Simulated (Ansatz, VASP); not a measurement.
Ni in VASP and in Ansatz

```
Ni
1.0
     0.00000    1.71232    1.71232
     1.71232    0.00000    1.71232
     1.71232    1.71232    0.00000
Ni
1
Direct
  0.00000 0.00000 0.00000
```

Alike in both runs: task single point; functional LDA; k mesh 22 × 22 × 22; occupations gaussian, width 0.05 eV; no spin polarisation.

|  | VASP | Ansatz |
| --- | --- | --- |
| version | VASP 6.6.1 | Ansatz 0.2.0 |
| potentials or method | VASP PAW LDA potentials, release 64 (Ni), cutoff 520 eV | scalar-relativistic, plane waves, PAW |
| valence electrons in the cell | 10 | 18 |

```csv
,VASP,Ansatz,Ansatz less VASP
gap on the k mesh at the Fermi level (eV),none,none,-
pressure (GPa),-1.6,-1.5,+0.04
```

LDA's correlation is that of Perdew and Zunger in VASP and of Perdew and Wang (1992) in Ansatz. A gap of «none» marks a metal or a gap that the smearing closes. VASP's potentials hold 10 valence electrons a cell and Ansatz's 18, so a difference there can come from the potentials and not from the codes.
